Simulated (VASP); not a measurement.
# Si2W (P-3m1) in VASP: further runs

Si2W is run at these levels: PBE; tasks: single point.

Everything below comes from runs of VASP 6.6.1. Logs are shortened: lines on timing, memory, paths and dates and some standing lists are left out, and cuts for length are marked.

### Step 1. The cell of the first run

Symmetry: P-3m1, No. 164, trigonal system. The conventional cell has a = 2.959 Å, b = 2.959 Å, c = 5.846 Å, α = 90.00°, β = 90.00°, γ = 120.00°. Within 3.4 Å of Si (site symmetry 3m) lie 3 W at 2.58 Å and 9 Si at 2.61 to 2.96 Å. Within 3.4 Å of W (site symmetry -3m) lie 6 Si at 2.58 Å and 6 W at 2.96 Å.

The cell was generated, and may not be a known phase.

### Step 2. Single point, PBE

INCAR

```
PREC = Accurate
ENCUT = 520
EDIFF = 1E-6
ISMEAR = 0
SIGMA = 0.1
LREAL = False
LASPH = True
NELM = 60
ALGO = Normal
ISIF = 2
LWAVE = False
LCHARG = False
GGA = PE
NBANDS = 18
```

KPOINTS

```
regular mesh
0
Gamma
  6 6 4
```

POSCAR

```
Si2W
1.0
    2.9586419074      0.0000000000      0.0000000000
   -1.4793209537      2.5622590525      0.0000000000
    0.0000000000      0.0000000000      5.8464152038
Si W
2 1
Direct
    0.6666666667      0.3333333333      0.6692071602
    0.3333333333      0.6666666667      0.3307928398
    0.0000000000      0.0000000000      0.0000000000
```

Potentials or basis: VASP PAW PBE potentials, release 64 (Si, W_sv).

Launch:

```bash
$ cat potpaw_PBE.64/Si/POTCAR potpaw_PBE.64/W_sv/POTCAR > POTCAR
$ mpirun -np 1 vasp_std > vasp.out
```

OUTCAR:

```text
PREC = Accurate
   ENCUT = 520
   EDIFF = 1E-6
   ISMEAR = 0
   LREAL = False
   LASPH = True
   NELM = 60
   ISIF = 2
   GGA = PE

 ion  position               nearest neighbor table
   1  0.667  0.333  0.669-   3 2.58   3 2.58   3 2.58   2 2.61   2 2.61   2 2.61
   2  0.333  0.667  0.331-   3 2.58   3 2.58   3 2.58   1 2.61   1 2.61   1 2.61
   3  0.000  0.000  0.000-   1 2.58   2 2.58   2 2.58   1 2.58   1 2.58   2 2.58

  LATTYP: Found a hexagonal cell.
 ALAT       =     2.9586419074
 C/A-ratio  =     1.9760469117

  Lattice vectors:

 A1 = (   2.9586419074,   0.0000000000,   0.0000000000)
 A2 = (  -1.4793209537,   2.5622590525,   0.0000000000)
 A3 = (   0.0000000000,   0.0000000000,   5.8464152038)

Analysis of symmetry for initial positions (statically):
=====================================================================
 Subroutine PRICEL returns:
 Original cell was already a primitive cell.

 Routine SETGRP: Setting up the symmetry group for a
 hexagonal supercell.

 Subroutine GETGRP returns: Found 12 space group operations
 (whereof 12 operations were pure point group operations)
 out of a pool of 24 trial point group operations.

The static configuration has the point symmetry D_3d.

Analysis of symmetry for dynamics (positions and initial velocities):
=====================================================================
 Subroutine PRICEL returns:
 Original cell was already a primitive cell.

 Routine SETGRP: Setting up the symmetry group for a
 hexagonal supercell.

 Subroutine GETGRP returns: Found 12 space group operations
 (whereof 12 operations were pure point group operations)
 out of a pool of 24 trial point group operations.

The dynamic configuration has the point symmetry D_3d.

 Subroutine INISYM returns: Found 12 space group operations
 (whereof 12 operations are pure point group operations),
 and found     1 'primitive' translations

----------------------------------------------------------------------------------------

                                     Primitive cell

  volume of cell :      44.3205

  direct lattice vectors                    reciprocal lattice vectors
     2.958641907  0.000000000  0.000000000     0.337992914  0.195140300  0.000000000
    -1.479320954  2.562259052  0.000000000     0.000000000  0.390280600  0.000000000
     0.000000000  0.000000000  5.846415204     0.000000000  0.000000000  0.171044985

[... 83 lines left out ...]
   NELM   =     60;   NELMIN=  2; NELMDL= -5     # of ELM steps
   EDIFF  = 0.1E-05   stopping-criterion for ELM
   LREAL  =      F    real-space projection
   EDIFFG = 0.1E-04   stopping-criterion for IOM
   NSW    =      0    number of steps for IOM
   IBRION =     -1    ionic relax: 0-MD 1-quasi-New 2-CG
   NFREE  =      0    steps in history (QN), initial steepest desc. (CG)
   ISIF   =      2    stress and relaxation
   ISYM   =      2    0-nonsym 1-usesym 2-fastsym
   POTIM  = 0.5000    time-step for ionic-motion
   TEBEG  =    0.0;   TEEND  =   0.0 temperature during run
   PSTRESS=    0.0 pullay stress
   NELECT =      22.0000    total number of electrons
   NUPDOWN=      -1.0000    fix difference up-down
   EMIN   =  10.00;   EMAX   =-10.00  energy-range for DOS
   EFERMI =   0.00;   METHOD = LEGACY
   ISMEAR =     0;   SIGMA  =   0.10  broadening in eV -4-tet -1-fermi 0-gaus
   EFERMI_NEDOS =   21; number of points for ismear=-14 and -15
   IALGO  =     38    algorithm
   IMIX   =      4    mixing-type and parameters
     AMIX     =   0.40;   BMIX     =  1.00
     AMIX_MAG =   1.60;   BMIX_MAG =  1.00
  volume/ion in A,a.u.               =      14.77        99.70
  Fermi-wavevector in a.u.,A,eV,Ry     =   1.296226  2.449512 22.860530  1.680202
  Thomas-Fermi vector in A             =   2.427696
   LORBIT       =      0    0 simple, 1 ext, 2 COOP (PROOUT), +10 PAW based schemes
   GGA     = PE    functional components
   LHFCALC =     F    Hartree Fock is set to
   AEXX    =    0.0000 exact exchange contribution
   IVDW    =     0    specifies the selected vdW correction
   LEPSILON=     F    determine dielectric tensor
   LRPA    =     F    only Hartree local field effects (RPA)
 non-spin polarized calculation
 Gauss-broadening in eV      SIGMA  =   0.10
  energy-cutoff  :      520.00
  volume of cell :       44.32
 maximum number of plane-waves:      1221
 NGX is ok and might be reduce to    24
   NGX = 11   NGY = 11   NGZ = 21

 number of electron      22.0000003 magnetization

 Free energy of the ion-electron system (eV)
  ---------------------------------------------------
  ext. energy  EPLUGINS =         0.00000000
  ---------------------------------------------------
  free energy    TOTEN  =       -23.44540642 eV

  energy without entropy =      -23.43077835  energy(sigma->0) =      -23.43809239

 E-fermi :  10.2269     XC(G=0): -12.0750

 val. band max:       10.2253942811   @ k =   0.1667   0.0000   0.5000
 cond. band min:      10.2419112062   @ k =   0.1667   0.0000   0.2500
 fundamental gap:      0.0165169251
 Fermi energy:        10.2268530265

 k-point     1 :       0.0000    0.0000    0.0000
  band No.  band energies     occupation
      1     -63.3896      2.00000
      2     -27.7008      2.00000
      3     -27.3319      2.00000
      4     -27.3319      2.00000
      5      -2.8047      2.00000
      6       1.9129      2.00000
[... 481 lines left out ...]
      5       3.5198      2.00000
      6       3.5198      2.00000
[... 10 lines left out ...]
     17      19.0638      0.00000
     18      19.0638      0.00000

------------------------ aborting loop because EDIFF is reached ----------------------------------------

  FORCE on cell =-STRESS in cart. coord.  units (eV):
  Direction    XX          YY          ZZ          XY          YZ          ZX
  --------------------------------------------------------------------------------------
  -------------------------------------------------------------------------------------
  Total       -0.0098693     -0.0098693     -0.0126189      0.0000000      0.0000000      0.0000000
  in kB       -0.3567727     -0.3567727     -0.4561699      0.0000000      0.0000000      0.0000000
  external PRESSURE =      -0.3899051 kB  Pullay stress =       0.0000000 kB

 VOLUME and BASIS-vectors are now :
 -----------------------------------------------------------------------------
  energy-cutoff  :      520.00
  volume of cell :       44.32
      direct lattice vectors                 reciprocal lattice vectors
     2.958641907  0.000000000  0.000000000     0.337992914  0.195140300  0.000000000
    -1.479320954  2.562259052  0.000000000     0.000000000  0.390280600  0.000000000
     0.000000000  0.000000000  5.846415204     0.000000000  0.000000000  0.171044985

 POSITION                                       TOTAL-FORCE (eV/Angst)
 -----------------------------------------------------------------------------------
      1.47932      0.85409      3.91246        -0.000000      0.000000     -0.027119
     -0.00000      1.70817      1.93395         0.000000      0.000000      0.027119
      0.00000      0.00000      0.00000        -0.000000      0.000000      0.000000
 -----------------------------------------------------------------------------------
    total drift:                               -0.000000      0.000000      0.000000

  FREE ENERGIE OF THE ION-ELECTRON SYSTEM (eV)
  ---------------------------------------------------
  free  energy   TOTEN  =       -23.4454064223 eV

  energy  without entropy=      -23.4307783503  energy(sigma->0) =      -23.43809239
```

OSZICAR:

```text
N       E                     dE             d eps       ncg     rms          rms(c)
DAV:   1     0.128023597988E+03    0.12802E+03   -0.10805E+04   864   0.121E+03
DAV:   2    -0.202048364179E+02   -0.14823E+03   -0.14463E+03   978   0.312E+02
DAV:   3    -0.242755278396E+02   -0.40707E+01   -0.40243E+01  1072   0.482E+01
DAV:   4    -0.243101805157E+02   -0.34653E-01   -0.34614E-01  1030   0.487E+00
DAV:   5    -0.243106288776E+02   -0.44836E-03   -0.44833E-03  1078   0.550E-01    0.221E+01
DAV:   6    -0.237028138462E+02    0.60782E+00   -0.36087E+00   958   0.127E+01    0.788E+00
DAV:   7    -0.236255560658E+02    0.77258E-01   -0.23243E+00   910   0.658E+00    0.473E+00
DAV:   8    -0.234472205385E+02    0.17834E+00   -0.64958E-01   910   0.469E+00    0.800E-01
DAV:   9    -0.234460467773E+02    0.11738E-02   -0.29374E-02  1014   0.101E+00    0.666E-01
DAV:  10    -0.234454520135E+02    0.59476E-03   -0.29250E-03   974   0.443E-01    0.157E-01
DAV:  11    -0.234454682136E+02   -0.16200E-04   -0.47137E-04   964   0.140E-01    0.107E-01
DAV:  12    -0.234454085105E+02    0.59703E-04   -0.13537E-04   962   0.649E-02    0.540E-02
DAV:  13    -0.234454062782E+02    0.22323E-05   -0.16888E-05   992   0.293E-02    0.653E-03
DAV:  14    -0.234454064223E+02   -0.14402E-06   -0.58462E-07   504   0.516E-03
   1 F= -.23445406E+02 E0= -.23438092E+02  d E =-.146281E-01
```

Wall time 11 s (1 thread of Intel Xeon 6975P-C (Granite Rapids), shared host); peak memory 0.17 GiB.

What came out:

```
Free energy            : -23.4454 eV
Pressure               : 0.0 GPa
Largest force          : 0.027 eV/Å
Band gap on the k mesh : zero (bands 11 and 12 overlap by 3.14 eV)
```

Forces in eV/Å, atoms in the order of the input:
```
Si   0.000  0.000 -0.027
Si   0.000  0.000  0.027
W    0.000  0.000  0.000
```

Caveat: the k points lie up to 0.41 Å⁻¹ apart, too coarse for converged energies and pressures of a metal; spin-orbit coupling is left out, which moves the levels of the heavy elements.

### Step 3. Single point, PBE

This run uses another cell than the first one, of 18.80 Å³/atom.

INCAR

```
SYSTEM = Si2W
PREC     = Accurate       ! precision mode
ENCUT    = 520            ! plane-wave cutoff, eV
EDIFF    = 1E-7           ! SCF threshold, eV
ISMEAR   = 0              ! smearing method
SIGMA    = 0.1            ! smearing width, eV
LREAL    = .FALSE.        ! projectors in reciprocal space
LASPH    = .TRUE.         ! aspherical terms in the spheres
NELM     = 60             ! most SCF steps
ALGO     = Normal         ! electronic algorithm
ISIF     = 2              ! what is computed and relaxed
LWAVE    = .FALSE.        ! write WAVECAR
LCHARG   = .FALSE.        ! write CHGCAR
GGA      = PE             ! functional
NBANDS   = 18             ! bands
```

KPOINTS

```
regular mesh
0
G
  6 6 4
  0 0 0
```

POSCAR

```
Si2W
1.0
    3.3297650000      0.0000000000      0.0000000000
   -1.6648825000      2.8836610800      0.0000000000
    0.0000000000      0.0000000000      5.8730995700
Si W
2 1
Direct
    0.6666666700      0.3333333300      0.6559117700
    0.3333333300      0.6666666700      0.3440882300
    0.0000000000      0.0000000000      0.0000000000
```

Potentials or basis: VASP PAW PBE potentials, release 64 (Si, W_sv).

Launch:

```bash
$ cat potpaw_PBE.64/Si/POTCAR potpaw_PBE.64/W_sv/POTCAR > POTCAR
$ mpirun -np 1 vasp_std > vasp.out
```

Run time: 12 s. Hardware: 1 thread of Intel Xeon 6975P-C (Granite Rapids), shared host; peak memory 0.19 GiB.

The run converged. Its results:

```yaml
Free_energy: -21.9984 eV
Pressure: -25.3 GPa
Largest_force: 1.355 eV/Å
Band_gap_on_the_k_mesh: zero (bands 11 and 12 overlap by 1.88 eV)
```

Forces in eV/Å, atoms in the order of the input:
```
Si   0.000  0.000  1.355
Si   0.000  0.000 -1.355
W    0.000  0.000  0.000
```

Stress tensor (GPa, compression positive):
```
-26.99   0.00   0.00
  0.00 -26.99   0.00
  0.00   0.00 -22.06
```

Levels at points of the mesh, in eV from the Fermi level:
| k point | band 9 | band 10 | band 11 | band 12 | band 13 | band 14 |
| --- | --- | --- | --- | --- | --- | --- |
| (0.00, 0.00, 0.00) | -0.49 | -0.49 | 0.99 | 0.99 | 4.24 | 4.24 |
| (0.50, 0.00, 0.00) | -1.94 | -0.33 | -0.23 | 0.28 | 0.86 | 2.73 |
| (0.00, 0.00, 0.50) | -0.43 | -0.43 | 0.91 | 0.91 | 3.55 | 3.55 |
| (0.50, 0.00, 0.50) | -1.89 | -1.24 | -0.82 | 2.73 | 2.88 | 2.97 |

Caveat: the k points lie up to 0.36 Å⁻¹ apart, too coarse for converged energies and pressures of a metal; spin-orbit coupling is left out, which moves the levels of the heavy elements; forces of over 1 eV/Å act on the atoms, so gaps and moduli don't describe the material at rest.

The gap in the log of VASP goes by the Fermi energy; the results here count the filled bands.